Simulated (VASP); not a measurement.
BN: single point with r2SCAN

Crystal: BN.

```xyz
2
Lattice="0.0000 1.8044 1.8044 1.8044 0.0000 1.8044 1.8044 1.8044 0.0000" Properties=species:S:1:pos:R:3 pbc="T T T"
B     0.0000    0.0000    0.0000
N     0.9022    0.9022    0.9022
```

* Program: VASP 6.6.1
* Task: single point
* Functional: r2SCAN
* Potentials or basis: VASP PAW PBE potentials, release 64 (B, N)
* Cutoff: 660 eV
* k mesh: 10 × 10 × 10
* Occupations: gaussian, width 0.01 eV
* Spin: no spin polarisation

| Quantity | Value |
| --- | --- |
| Pressure | 1.5 GPa |
| Band gap on the k mesh | 4.98 eV (least direct gap 9.55 eV) |

Levels at points of the mesh, in eV from the valence-band top:
| k point | band 1 | band 2 | band 3 | band 4 | band 5 | band 6 | band 7 | band 8 |
| --- | --- | --- | --- | --- | --- | --- | --- | --- |
| (0.00, 0.00, 0.00) | -21.35 | 0.00 | 0.00 | 0.00 | 9.55 | 9.55 | 9.55 | 11.15 |
| (0.50, 0.00, 0.00) | -17.03 | -11.13 | -2.02 | -2.02 | 10.86 | 11.50 | 11.50 | 16.46 |
| (0.50, 0.50, 0.00) | -15.60 | -9.35 | -5.12 | -5.12 | 4.98 | 9.85 | 19.34 | 19.34 |

It took 33 s on 1 thread of AMD EPYC 7R13 Processor (Zen 3) (shared host), peak memory 0.11 GiB.

Caveat: the PAW data sets were made with another functional, which shifts forces and pressure a little. A k mesh can miss the band edges.
